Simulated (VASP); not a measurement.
# Pd (Im-3m) in VASP: notebook, part 2 of 2

VASP 6.6.1. The steps go on from the part before.

## (3) Single point, PBEsol

INCAR

```
SYSTEM = Pd
  ALGO = Normal
  EDIFF = 1E-6
  ENCUT = 500
  GGA = PS
  GGA_COMPAT = .FALSE.
  ISIF = 2
  ISMEAR = -1
  LASPH = .TRUE.
  LCHARG = .FALSE.
  LREAL = .FALSE.
  LWAVE = .FALSE.
  NBANDS = 11
  NELM = 120
  PREC = Accurate
  SIGMA = 0.08
```

KPOINTS

```
k-points
0
G
  19 19 19
  0 0 0
```

POSCAR

```
Pd
1.0
   -1.4417311039      1.4417311039      1.4417311039
    1.4417311039     -1.4417311039      1.4417311039
    1.4417311039      1.4417311039     -1.4417311039
Pd
1
Direct
    0.0000000000      0.0000000000      0.0000000000
```

Potentials or basis: VASP PAW PBE potentials, release 64 (Pd).

Launch:

```
$ cat potpaw_PBE.64/Pd/POTCAR > POTCAR
$ mpirun -np 1 vasp_std > vasp.out
```

OUTCAR:

```text
SYSTEM = Pd
   EDIFF = 1E-6
   ENCUT = 500
   GGA = PS
   ISIF = 2
   ISMEAR = -1
   LASPH = .TRUE.
   LREAL = .FALSE.
   NELM = 120
   PREC = Accurate

 ion  position               nearest neighbor table
   1  0.000  0.000  0.000-

  LATTYP: Found a body centered cubic cell.
 ALAT       =     2.8834622078

  Lattice vectors:

 A1 = (  -1.4417311039,   1.4417311039,   1.4417311039)
 A2 = (   1.4417311039,  -1.4417311039,   1.4417311039)
 A3 = (   1.4417311039,   1.4417311039,  -1.4417311039)

Analysis of symmetry for initial positions (statically):
=====================================================================
 Subroutine PRICEL returns:
 Original cell was already a primitive cell.

 Routine SETGRP: Setting up the symmetry group for a
 body centered cubic supercell.

 Subroutine GETGRP returns: Found 48 space group operations
[... 9 lines left out ...]

 Routine SETGRP: Setting up the symmetry group for a
 body centered cubic supercell.

 Subroutine GETGRP returns: Found 48 space group operations
[... 11 lines left out ...]
                                     Primitive cell

  volume of cell :      11.9871

  direct lattice vectors                    reciprocal lattice vectors
    -1.441731104  1.441731104  1.441731104     0.000000000  0.346805308  0.346805308
     1.441731104 -1.441731104  1.441731104     0.346805308  0.000000000  0.346805308
     1.441731104  1.441731104 -1.441731104     0.346805308  0.346805308  0.000000000

  length of vectors
     2.497151523  2.497151523  2.497151523     0.490456771  0.490456771  0.490456771

  position of ions in fractional coordinates (direct lattice)
     0.000000000  0.000000000  0.000000000

  ion indices of the primitive-cell ions
   primitive index   ion index
                 1           1

----------------------------------------------------------------------------------------

 KPOINTS: k-points

Automatic generation of k-mesh.
 Grid dimensions read from file:
[... 83 lines left out ...]
   IMIX   =      4    mixing-type and parameters
     AMIX     =   0.40;   BMIX     =  1.00
     AMIX_MAG =   1.60;   BMIX_MAG =  1.00
  volume/ion in A,a.u.               =      11.99        80.89
  Fermi-wavevector in a.u.,A,eV,Ry     =   1.541123  2.912300 32.314644  2.375059
  Thomas-Fermi vector in A             =   2.647113
   LORBIT       =      0    0 simple, 1 ext, 2 COOP (PROOUT), +10 PAW based schemes
   GGA     = PS    functional components
   LHFCALC =     F    Hartree Fock is set to
   AEXX    =    0.0000 exact exchange contribution
   IVDW    =     0    specifies the selected vdW correction
   LEPSILON=     F    determine dielectric tensor
   LRPA    =     F    only Hartree local field effects (RPA)
 non-spin polarized calculation
  energy-cutoff  :      500.00
  volume of cell :       11.99
 maximum number of plane-waves:       321
   NGX =  9   NGY =  9   NGZ =  9

 number of electron      10.0000000 magnetization

 number of electron       9.9999995 magnetization

 Free energy of the ion-electron system (eV)
  ---------------------------------------------------
  ext. energy  EPLUGINS =         0.00000000
  ---------------------------------------------------
  free energy    TOTEN  =        -5.45533115 eV

  energy without entropy =       -5.43382980  energy(sigma->0) =       -5.44458048

 E-fermi :  13.5432     XC(G=0): -14.7013

 val. band max:       13.5419914720   @ k =  -0.4211   0.4211   0.3684
 cond. band min:      13.5548805784   @ k =  -0.2632   0.3158   0.1053
 fundamental gap:      0.0128891064
 Fermi energy:        13.5431722172

 k-point     1 :       0.0000    0.0000    0.0000
  band No.  band energies     occupation
      1       4.5992      2.00000
      2       9.4586      2.00000
      3       9.4586      2.00000
      4       9.4586      2.00000
      5      12.2038      2.00000
      6      12.2038      2.00000
      7      33.0924      0.00000
      8      33.0924      0.00000
      9      33.0924      0.00000
     10      38.9782      0.00000
     11      44.3197      0.00000
[... 309 lines left out ...]
 k-point    24 :       0.3158    0.1053   -0.0000
  band No.  band energies     occupation
      1       6.8688      2.00000
      2       8.0984      2.00000
      3      10.8338      2.00000
      4      11.9267      2.00000
      5      12.7526      1.99990
      6      14.7059      0.00000
      7      26.6111      0.00000
      8      29.9044      0.00000
      9      34.0912      0.00000
     10      38.9019      0.00000
     11      39.1606      0.00000

 [... further k-points ...]
[... 5 lines left out ...]
  --------------------------------------------------------------------------------------
  -------------------------------------------------------------------------------------
  Total        5.1171787      5.1171787      5.1171787      0.0000000      0.0000000      0.0000000
  in kB      683.9563307    683.9563307    683.9563307      0.0000000      0.0000000      0.0000000
  external PRESSURE =     683.9563307 kB  Pullay stress =       0.0000000 kB

 VOLUME and BASIS-vectors are now :
 -----------------------------------------------------------------------------
  energy-cutoff  :      500.00
  volume of cell :       11.99
      direct lattice vectors                 reciprocal lattice vectors
    -1.441731104  1.441731104  1.441731104     0.000000000  0.346805308  0.346805308
     1.441731104 -1.441731104  1.441731104     0.346805308  0.000000000  0.346805308
     1.441731104  1.441731104 -1.441731104     0.346805308  0.346805308  0.000000000

 POSITION                                       TOTAL-FORCE (eV/Angst)
 -----------------------------------------------------------------------------------
      0.00000      0.00000      0.00000         0.000000      0.000000      0.000000
 -----------------------------------------------------------------------------------
    total drift:                                0.000000      0.000000      0.000000

  FREE ENERGIE OF THE ION-ELECTRON SYSTEM (eV)
  ---------------------------------------------------
  free  energy   TOTEN  =        -5.4553311477 eV

  energy  without entropy=       -5.4338298034  energy(sigma->0) =       -5.44458048
```

Run time: 16 s. Hardware: 1 thread of Intel Xeon 6975P-C, shared host; peak memory 0.14 GiB.

Results:

| Property | Result |
| --- | --- |
| Free energy | -5.4553 eV |
| Pressure | 68.4 GPa |
| Band gap on the k mesh | zero (band 5 reaches 14.43 eV, above the bottom of band 6 at 12.07 eV) |

Caveat: the PAW data sets were made with another functional, which shifts forces and pressure a little.
